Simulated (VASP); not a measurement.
# GaF (F-43m) in VASP: notebook, part 2 of 2

VASP 6.6.1.

**3. Dielectric tensor, PBE**

File INCAR:

```
SYSTEM = GaF
ALGO = Normal
EDIFF = 1E-8
ENCUT = 520
GGA = PE
ISIF = 2
ISMEAR = 0
LASPH = .True.
LCHARG = .False.
LEPSILON = .True.
LREAL = .False.
LWAVE = .False.
NELM = 100
PREC = Accurate
SIGMA = 0.01
```

File KPOINTS:

```
k-points
0
Gamma
  8 8 8
  0 0 0
```

File POSCAR:

```
GaF
1.0
    0.0000000000      2.8462400000      2.8462400000
    2.8462400000      0.0000000000      2.8462400000
    2.8462400000      2.8462400000      0.0000000000
Ga F
1 1
Direct
    0.2500000000      0.2500000000      0.2500000000
    0.0000000000      0.0000000000      0.0000000000
```

Potentials or basis: VASP PAW PBE potentials, release 64 (Ga_d, F).

Run with:

```console
$ cat potpaw_PBE.64/Ga_d/POTCAR potpaw_PBE.64/F/POTCAR > POTCAR
$ mpirun -np 1 vasp_std > vasp.out
```

OUTCAR:

```text
SYSTEM = GaF
   EDIFF = 1E-8
   ENCUT = 520
   GGA = PE
   ISIF = 2
   ISMEAR = 0
   LASPH = .True.
   LEPSILON = .True.
   LREAL = .False.
   NELM = 100
   PREC = Accurate

 ion  position               nearest neighbor table
   1  0.250  0.250  0.250-
   2  0.000  0.000  0.000-

  LATTYP: Found a face centered cubic cell.
 ALAT       =     5.6924800000

  Lattice vectors:

 A1 = (   0.0000000000,   2.8462400000,   2.8462400000)
 A2 = (   2.8462400000,   0.0000000000,   2.8462400000)
 A3 = (   2.8462400000,   2.8462400000,   0.0000000000)

Analysis of symmetry for initial positions (statically):
=====================================================================
 Subroutine PRICEL returns:
 Original cell was already a primitive cell.

 Routine SETGRP: Setting up the symmetry group for a
 face centered cubic supercell.

 Subroutine GETGRP returns: Found 24 space group operations
 (whereof 24 operations were pure point group operations)
 out of a pool of 48 trial point group operations.

The static configuration has the point symmetry T_d .

Analysis of symmetry for dynamics (positions and initial velocities):
=====================================================================
 Subroutine PRICEL returns:
 Original cell was already a primitive cell.

 Routine SETGRP: Setting up the symmetry group for a
 face centered cubic supercell.

 Subroutine GETGRP returns: Found 24 space group operations
 (whereof 24 operations were pure point group operations)
 out of a pool of 48 trial point group operations.

The dynamic configuration has the point symmetry T_d .

 Subroutine INISYM returns: Found 24 space group operations
 (whereof 24 operations are pure point group operations),
 and found     1 'primitive' translations

[... 585 lines left out ...]
 ------------------------------------------------------
           4.400612     0.000000     0.000000
           0.000000     4.400612     0.000000
          -0.000000    -0.000000     4.400612
 ------------------------------------------------------

 Free energy of the ion-electron system (eV)
  ---------------------------------------------------
  ---------------------------------------------------
  free energy    TOTEN  =        -0.41962232 eV

  energy without entropy =       -0.41962232

------------------------ aborting loop because EDIFF is reached ----------------------------------------

--------------------------------------- Ionic step        2  -------------------------------------------

------------------------ aborting loop because EDIFF is reached ----------------------------------------

--------------------------------------- Ionic step        3  -------------------------------------------

 Free energy of the ion-electron system (eV)
  ---------------------------------------------------
  ---------------------------------------------------
  free energy    TOTEN  =        -0.41962567 eV

  energy without entropy =       -0.41962567

------------------------ aborting loop because EDIFF is reached ----------------------------------------

 PIEZOELECTRIC TENSOR FIELD DIRECTION 3  (e Angst)
 -----------------------------------------------------------------------------
     0.00292  2.11671  0.00000           ( -0.00000  0.03205  0.00000)
     2.11671  0.00292  0.00000           (  0.03205 -0.00000  0.00000)
     0.00000  0.00000 -0.00224           (  0.00000  0.00000 -0.00000)

 PIEZOELECTRIC TENSOR FIELD DIRECTION 3  (C/m^2)
 -----------------------------------------------------------------------------
     0.00102  0.73541  0.00000
     0.73541  0.00102  0.00000
     0.00000  0.00000 -0.00078

 MACROSCOPIC STATIC DIELECTRIC TENSOR (including local field effects in DFT)
 ------------------------------------------------------
           3.875908     0.000000     0.000000
           0.000000     3.875908    -0.000000
           0.000000    -0.000000     3.875908
 ------------------------------------------------------

 PIEZOELECTRIC TENSOR (including local field effects)  for field in x, y, z        (e  Angst)
          XX          YY          ZZ          XY          YZ          ZX
  --------------------------------------------------------------------------------
  x     0.00000    -0.00000     0.00000     0.00000     2.12243     0.00000
  y    -0.00000     0.00000     0.00000    -0.00000     0.00000     2.12243
  z     0.00000     0.00000     0.00000     2.12243    -0.00000     0.00000

 PIEZOELECTRIC TENSOR (including local field effects)  for field in x, y, z        (C/m^2)
          XX          YY          ZZ          XY          YZ          ZX
  --------------------------------------------------------------------------------
  x     0.00000    -0.00000     0.00000     0.00000     0.73739     0.00000
  y    -0.00000     0.00000     0.00000    -0.00000     0.00000     0.73739
  z     0.00000     0.00000     0.00000     0.73739    -0.00000     0.00000

 BORN EFFECTIVE CHARGES (including local field effects) (in |e|, cummulative output)
 ---------------------------------------------------------------------------------
 ion    1
    1     1.49779     0.00000     0.00000
    2     0.00000     1.49779    -0.00000
    3     0.00000     0.00000     1.49779
 ion    2
    1    -1.49779    -0.00000    -0.00000
    2    -0.00000    -1.49779     0.00000
    3    -0.00000    -0.00000    -1.49779
```

OSZICAR:

```text
N       E                     dE             d eps       ncg     rms          rms(c)
DAV:   1     0.129441276628E+03    0.12944E+03   -0.10076E+04   812   0.205E+03
[... 13 lines left out ...]
RMM:   7    -0.419506378506E+00   -0.68135E-03    0.59097E-06  5101   0.480E-02    0.190E-03
RMM:   8    -0.419575398864E+00   -0.69020E-04   -0.12572E-06  5375   0.134E-02    0.129E-03
RMM:   9    -0.419631234925E+00   -0.55836E-04    0.36796E-06  4953   0.564E-03    0.302E-04
RMM:  10    -0.419623465606E+00    0.77693E-05    0.64463E-06  5341   0.191E-03    0.136E-04
RMM:  11    -0.419626263242E+00   -0.27976E-05    0.27492E-06  5003   0.741E-04    0.519E-05
RMM:  12    -0.419625671708E+00    0.59153E-06    0.14645E-06  4879   0.299E-04    0.136E-05
RMM:  13    -0.419625666307E+00    0.54004E-08    0.66600E-07  2931   0.106E-04    0.502E-06
```

Run time: 5.2 min. Hardware: 1 thread of AMD EPYC 7R13 (Zen 3), shared host; peak memory 0.27 GiB.

Results:

| Property | Result |
| --- | --- |
| Band gap on the k mesh | 2.27 eV, indirect (least direct gap 2.28 eV) |
| Electronic dielectric tensor (diagonal) | 3.88 |
| Born charges (mean of the diagonal) | Ga +1.50; F -1.50 e |

Electronic dielectric tensor:
```
3.88 0.00 0.00
0.00 3.88 0.00
0.00 0.00 3.88
```

Born effective charge tensors (e):
atom 1, Ga
```
1.50 0.00 0.00
0.00 1.50 0.00
0.00 0.00 1.50
```
atom 2, F
```
-1.50  0.00  0.00
 0.00 -1.50  0.00
 0.00  0.00 -1.50
```

A k mesh can miss the band edges. Expect the measured gap to be larger: semilocal functionals such as PBE lack the derivative discontinuity.
